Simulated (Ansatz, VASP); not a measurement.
# Sr2TeS: VASP beside Ansatz

```
S Sr Te
1.0
     4.53336    0.00000    0.00000
     0.00000    4.53336    0.00000
     0.00000    0.00000    6.41372
S Sr Te
1 2 1
Direct
  0.00000 0.00000 0.00000
  0.00000 0.00000 0.50000
  0.50000 0.50000 0.00000
  0.50000 0.50000 0.50000
```

Alike in both runs: task single point; functional r2SCAN; k mesh 6 × 6 × 4; no spin polarisation.

```csv
,VASP,Ansatz
version,VASP 6.6.1,Ansatz 0.2.0
potentials or method,"VASP PAW PBE potentials, release 64 (S, Sr_sv, Te)","plane waves, PAW"
plane-wave cutoff (eV),520,500
occupations,"gaussian, width 0.01 eV",fixed
valence electrons in the cell,32,42
```

```tsv
	VASP	Ansatz	Ansatz less VASP
gap on the k mesh at the Fermi level (eV)	2.35	2.38	+0.029
pressure (GPa)	0.1	0.0	-0.11
```

VASP's potentials were made for PBE, not for r2SCAN. VASP's potentials hold 32 valence electrons a cell and Ansatz's 42, so a difference there can come from the potentials and not from the codes.

Neither program's run includes spin-orbit coupling.
